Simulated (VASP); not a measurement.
# CaSi2N2 (Immm) in VASP: further runs, part 2 of 2

VASP 6.6.1.

**4. Relaxation of cell and atoms, PBE**

Contents of INCAR:

```
SYSTEM = CaSi2N2
PREC = Accurate ; ENCUT = 600
EDIFF = 1E-6 ; ISMEAR = 0
SIGMA = 0.1 ; LREAL = .False.
LASPH = .True. ; NELM = 100
ALGO = Normal ; ISIF = 3
LWAVE = .False. ; LCHARG = .False.
GGA = PE ; IBRION = 2
NSW = 90 ; EDIFFG = -0.04
```

Contents of KPOINTS:

```
Automatic mesh
0
Gamma
  6 6 6
  0 0 0
```

Contents of POSCAR:

```
CaSi2N2
1.0
   -2.0172952000      2.5014592900      3.6255591300
    2.0172952000     -2.5014592900      3.6255591300
    2.0172952000      2.5014592900     -3.6255591300
Ca Si N
1 2 2
Direct
    0.0000000000      0.0000000000      0.0000000000
    0.7418451400      0.5000000000      0.2418451400
    0.2581548600      0.5000000000      0.7581548600
    0.6983979900      0.1983979900      0.5000000000
    0.3016020100      0.8016020100      0.5000000000
```

Command:

```sh
$ cat potpaw_PBE.64/Ca_sv/POTCAR potpaw_PBE.64/Si/POTCAR potpaw_PBE.64/N/POTCAR > POTCAR
$ mpirun -np 1 vasp_std > vasp.out
```

Wall time 18 min (1 thread of Intel Xeon 6975P-C (Granite Rapids), shared host); peak memory 0.31 GiB.

The run converged. Its results:

```yaml
Free_energy: -29.5709 eV
Relaxed_volume: 15.50 Å³/atom
Relaxed_cell: a = 4.738 Å, b = 4.738 Å, c = 4.738 Å, α = 105.22°, β = 124.37°, γ = 99.96°
Space_group_after_relaxing_to_0.1_Å: Immm (No. 71)
Energy_gained_by_relaxing: 1759.4 meV/atom
Ionic_steps: 42
Pressure_after_relaxing: 0.0 GPa
Largest_force_after_relaxing: 0.028 eV/Å
Band_gap_on_the_k_mesh: zero (bands 14 and 15 overlap by 0.59 eV)
```

Forces in eV/Å, atoms in the order of the input:
```
Ca   0.000  0.000  0.000
Si   0.000  0.000  0.000
Si   0.000  0.000  0.000
N    0.000  0.000  0.028
N    0.000  0.000 -0.028
```

Stress tensor (GPa, compression positive):
```
 0.28  0.00  0.00
 0.00 -0.11  0.00
 0.00  0.00 -0.16
```

The path:
```
step  energy change (eV)  largest force (eV/Å)  pressure (GPa)  volume (Å³)
   1              0.0000                4.0813            1.85        73.18
   3             -3.0417                3.3004           -3.97        73.49
   5             -4.7316                2.8945           17.31        62.42
   7             -5.7332                3.0534           19.92        67.82
   9             -7.1324                1.4096            6.01        78.60
  11             -7.2064                2.2624            5.12        82.75
  13             -7.3869                0.7369           -2.29        85.63
  15             -7.5132                0.6643           -1.90        84.35
  17             -8.4868                0.3838            8.96        71.92
  19             -8.4757                2.2484            3.32        74.47
  21             -8.5450                1.1828            6.51        72.86
  23             -8.5640                0.1331            6.46        73.04
  25             -8.6828                0.3291            0.37        76.90
  27             -8.7228                0.0525           -0.72        78.53
  29             -8.7571                0.4794           -0.14        79.63
  31             -8.7669                0.2333           -0.66        79.82
  33             -8.7775                0.1123           -0.96        79.36
  35             -8.7887                0.5872            0.58        77.73
  37             -8.7960                0.0394            0.61        77.00
  39             -8.7965                0.0349            0.41        77.19
  41             -8.7968                0.0539            0.00        77.46
  42             -8.7969                0.0276            0.00        77.51
```

Final structure:
```xyz
5
Lattice="-2.8769 2.2109 3.0467 2.8769 -2.2109 3.0467 2.8769 2.2109 -3.0467" Properties=species:S:1:pos:R:3 pbc="T T T"
Ca    0.0000    0.0000    0.0000
Si    0.0000    1.0580    3.0467
Si    2.8769    1.1529    0.0000
N     0.0000    2.2109    1.7200
N     2.8769    0.0000    1.3266
```

Levels at points of the mesh, in eV from the Fermi level:
| k point | band 11 | band 12 | band 13 | band 14 | band 15 | band 16 | band 17 | band 18 |
| --- | --- | --- | --- | --- | --- | --- | --- | --- |
| (0.00, 0.00, 0.00) | -4.67 | -4.04 | -2.83 | -0.58 | 0.25 | 0.29 | 0.73 | 2.48 |
| (0.50, 0.00, 0.00) | -3.98 | -3.70 | -3.19 | -0.87 | 0.27 | 1.51 | 3.47 | 3.58 |
| (0.00, 0.50, 0.00) | -5.34 | -3.78 | -2.93 | -0.88 | 0.82 | 1.67 | 2.46 | 2.72 |
| (0.50, 0.50, 0.00) | -3.54 | -2.94 | -2.75 | -1.59 | 1.44 | 1.53 | 2.25 | 2.57 |
| (0.50, 0.50, 0.50) | -5.15 | -2.74 | -2.16 | -0.21 | 1.67 | 1.73 | 1.96 | 3.11 |

**5. Single point, PBE**

This run uses another cell than the first one, of 17.47 Å³/atom.

Contents of INCAR:

```
SYSTEM = CaSi2N2
ALGO     = Normal         ! electronic algorithm
EDIFF    = 1E-6           ! SCF threshold, eV
ENCUT    = 520            ! plane-wave cutoff, eV
GGA      = PE             ! functional
ISIF     = 2              ! what is computed and relaxed
ISMEAR   = 0              ! smearing method
LASPH    = .True.         ! aspherical terms in the spheres
LCHARG   = .False.        ! write CHGCAR
LREAL    = .False.        ! projectors in reciprocal space
LWAVE    = .False.        ! write WAVECAR
NBANDS   = 22             ! bands
NELM     = 80             ! most SCF steps
PREC     = Accurate       ! precision mode
SIGMA    = 0.1            ! smearing width, eV
```

Contents of KPOINTS:

```
k-points
0
Gamma
  10 10 10
  0 0 0
```

Contents of POSCAR:

```
CaSi2N2
1.0
   -2.1903504474      2.9452211202      3.3844507572
    2.1903504474     -2.9452211202      3.3844507572
    2.1903504474      2.9452211202     -3.3844507572
Ca Si N
1 2 2
Direct
    0.0000000000      0.0000000000      0.0000000000
    0.5000000000      0.2412231452      0.7412231452
    0.5000000000      0.7587768548      0.2587768548
    0.2735539295      0.5000000000      0.7735539295
    0.7264460705      0.5000000000      0.2264460705
```

Command:

```sh
$ cat potpaw_PBE.64/Ca_sv/POTCAR potpaw_PBE.64/Si/POTCAR potpaw_PBE.64/N/POTCAR > POTCAR
$ mpirun -np 1 vasp_std > vasp.out
```

Run time: 3 min. Hardware: 1 thread of Intel Xeon 6975P-C (Granite Rapids), shared host; peak memory 0.47 GiB.

Results (log left out):

```yaml
Free_energy: -29.8635 eV
Pressure: 0.0 GPa
Largest_force: 0.034 eV/Å
Band_gap_on_the_k_mesh: zero (bands 14 and 15 overlap by 0.64 eV)
```

Forces in eV/Å, atoms in the order of the input:
```
Ca   0.000  0.000  0.000
Si  -0.034  0.000  0.000
Si   0.034  0.000  0.000
N    0.000 -0.011  0.000
N    0.000  0.011  0.000
```

Stress tensor (GPa, compression positive):
```
-0.13  0.00  0.00
 0.00  0.19  0.00
 0.00  0.00 -0.01
```

Levels at points of the mesh, in eV from the Fermi level:
| k point | band 12 | band 13 | band 14 | band 15 | band 16 | band 17 |
| --- | --- | --- | --- | --- | --- | --- |
| (0.00, 0.00, 0.00) | -3.42 | -2.50 | -0.14 | 0.32 | 0.39 | 1.19 |
| (0.50, 0.00, 0.00) | -3.82 | -2.90 | -0.95 | 0.63 | 2.32 | 2.69 |
| (0.00, 0.50, 0.00) | -2.69 | -2.55 | -1.61 | 1.48 | 1.79 | 2.10 |
| (0.50, 0.50, 0.00) | -3.42 | -3.15 | -0.93 | 0.41 | 1.47 | 3.08 |
| (0.50, 0.50, 0.50) | -2.47 | -2.16 | -0.18 | 1.37 | 1.95 | 2.87 |

**6. Single point, PBE, collinear spin, ferromagnetic start**

Contents of INCAR:

```
SYSTEM = CaSi2N2
ALGO = Normal
EDIFF = 1E-6
ENCUT = 520
GGA = PE
ISIF = 2
ISMEAR = 0
ISPIN = 2
LASPH = .True.
LCHARG = .False.
LORBIT = 11
LREAL = .False.
LWAVE = .False.
MAGMOM = 0 0 0 1 1
NBANDS = 26
NELM = 150
PREC = Accurate
SIGMA = 0.1
```

Contents of KPOINTS:

```
k-points
0
Gamma
  6 6 6
  0 0 0
```

Contents of POSCAR:

```
CaSi2N2
1.0
   -2.0172952000      2.5014592900      3.6255591300
    2.0172952000     -2.5014592900      3.6255591300
    2.0172952000      2.5014592900     -3.6255591300
Ca Si N
1 2 2
Direct
    0.0000000000      0.0000000000      0.0000000000
    0.7418451400      0.5000000000      0.2418451400
    0.2581548600      0.5000000000      0.7581548600
    0.6983979900      0.1983979900      0.5000000000
    0.3016020100      0.8016020100      0.5000000000
```

Potentials or basis: VASP PAW PBE potentials, release 64 (Ca_sv, Si, N).

Command:

```sh
$ cat potpaw_PBE.64/Ca_sv/POTCAR potpaw_PBE.64/Si/POTCAR potpaw_PBE.64/N/POTCAR > POTCAR
$ mpirun -np 1 vasp_std > vasp.out
```

OUTCAR:

```text
SYSTEM = CaSi2N2
   EDIFF = 1E-6
   ENCUT = 520
   GGA = PE
   ISIF = 2
   ISMEAR = 0
   ISPIN = 2
   LASPH = .True.
   LORBIT = 11
   LREAL = .False.
   NELM = 150
   PREC = Accurate

 ion  position               nearest neighbor table
   1  0.000  0.000  0.000-   3 2.40   2 2.40   3 2.40   2 2.40
   2  0.742  0.500  0.242-   1 2.40   1 2.40   3 2.42   3 2.58
   3  0.258  0.500  0.758-   1 2.40   1 2.40   2 2.42   2 2.58
   4  0.698  0.198  0.500-
   5  0.302  0.802  0.500-

  LATTYP: Found a body centered orthorhombic cell.
 ALAT       =     4.0345904000
 B/A-ratio  =     1.2400065642
 C/A-ratio  =     1.7972377716

  Lattice vectors:

 A1 = (  -2.0172952000,   2.5014592900,   3.6255591300)
[... 1622 lines left out ...]

 POSITION                                       TOTAL-FORCE (eV/Angst)
 -----------------------------------------------------------------------------------
      0.00000      0.00000      0.00000        -0.000000      0.000000     -0.000000
     -0.00000      1.20993      3.62556         0.000000     -4.082289      0.000000
      2.01730      1.29153      0.00000        -0.000000      4.082289     -0.000000
      0.00000      2.50146      1.43861         0.000000     -0.000000      0.124464
      2.01730     -0.00000      2.18695         0.000000      0.000000     -0.124464
 -----------------------------------------------------------------------------------
    total drift:                               -0.000000     -0.000000      0.000000

  FREE ENERGIE OF THE ION-ELECTRON SYSTEM (eV)
  ---------------------------------------------------
  free  energy   TOTEN  =       -20.7706215865 eV

  energy  without entropy=      -20.7519120473  energy(sigma->0) =      -20.76126682

 total charge

# of ion       s       p       d       tot
------------------------------------------
    1        2.073   5.860   0.587   8.520
    2        0.917   0.654   0.000   1.571
    3        0.917   0.654   0.000   1.571
    4        1.329   2.066   0.000   3.395
    5        1.329   2.066   0.000   3.395
--------------------------------------------------
tot          6.565  11.299   0.587  18.451

 magnetization (x)

# of ion       s       p       d       tot
------------------------------------------
    1       -0.000  -0.000   0.000   0.000
    2        0.000  -0.000   0.000   0.000
    3        0.000  -0.000   0.000   0.000
    4        0.000   0.000   0.000   0.000
    5        0.000   0.000   0.000   0.000
--------------------------------------------------
tot          0.000   0.000   0.000   0.001
```

It took 89 s on 1 thread of Intel Xeon 6975P-C (Granite Rapids), shared host; peak memory 0.32 GiB.

What came out:

```yaml
Free_energy: -20.7706 eV
Pressure: 1.9 GPa
Largest_force: 4.082 eV/Å
Band_gap_on_the_k_mesh: zero (filled and empty bands overlap)
Net_moment: 0.00 μB per cell
Valence_electrons_inside_the_program's_atomic_spheres: Ca 8.52; Si 1.57; N 3.40
```

Forces on the atoms (eV/Å):
```
Ca   0.000  0.000  0.000
Si   0.000 -4.082  0.000
Si   0.000  4.082  0.000
N    0.000  0.000  0.124
N    0.000  0.000 -0.124
```

Stress tensor (GPa, compression positive):
```
 30.22   0.00   0.00
  0.00   8.53   0.00
  0.00   0.00 -33.01
```

Caveat: forces of over 1 eV/Å act on the atoms, so gaps and moduli don't describe the material at rest.

**7. The runs side by side**

```tsv
task	spin	cell	k mesh	cutoff (eV)	gap on the mesh (eV)	pressure (GPa)	largest force (eV/Å)
single point	off	a = 4.845 Å, angles 130.8, 117.8, 83.1°, 5 atoms, atomic positions A	6 × 6 × 6	520	none	1.9	4.08
single point	off	a = 4.946 Å, angles 96.1, 127.3, 106.8°, 5 atoms, atomic positions B	6 × 6 × 6	520	none	0.1	0.02
relaxation of cell and atoms	off	relaxed from a = 4.845 Å, angles 130.8, 117.8, 83.1°, 5 atoms, atomic positions A	6 × 6 × 6	600	none	0.0	0.03
single point	off	a = 4.993 Å, angles 128.0, 107.7, 94.6°, 5 atoms, atomic positions C	10 × 10 × 10	520	none	0.0	0.03
single point	collinear, ferromagnetic start	a = 4.845 Å, angles 130.8, 117.8, 83.1°, 5 atoms, atomic positions A	6 × 6 × 6	520	none	1.9	4.08
```

Alike in all rows: level PBE; potentials or basis VASP PAW PBE potentials, release 64 (Ca_sv, Si, N); smearing gaussian 0.1 eV.

Caveats: forces of over 1 eV/Å act on the atoms, so gaps and moduli don't describe the material at rest (at least some runs).

Total energies depend on the potentials used, so only differences within one code and one set of settings carry meaning.
